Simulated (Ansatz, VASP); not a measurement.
Si2W: VASP beside Ansatz

```
W Si
1.0
     3.63070    0.00000    0.00000
    -1.81535    3.14428    0.00000
     0.00000    0.00000    2.30600
W Si
1 2
Direct
  0.00000 0.00000 0.00000
  0.33333 0.66667 0.50000
  0.66667 0.33333 0.50000
```

Change from the starting cell: volume scaled by 0.62, crystal datasets.

Alike in both runs: task single point; functional PBE; k mesh 10 × 10 × 8; occupations fermi-dirac, width 0.1 eV; no spin polarisation.

```csv
,VASP,Ansatz
version,VASP 6.6.1,Ansatz 0.2.0
potentials or method,"VASP PAW PBE potentials, release 64 (W_sv, Si), cutoff 520 eV","all-electron PAW with datasets made for the crystal, scalar-relativistic"
```

Ansatz gave:

* pressure (GPa): 243.1
* traceless stress, the component that is largest in VASP (GPa): -0.04

Which values does VASP return?

Pressure (GPa): 246.1; traceless stress, the component that is largest in VASP (GPa): 1.93.

Both programs put the cell under a high pressure, so it lies far from rest at this level. Ansatz ran all-electron here, and VASP with PAW potentials.

Spin-orbit coupling is off throughout. Noted on VASP's run: the cell as given lies far from equilibrium.
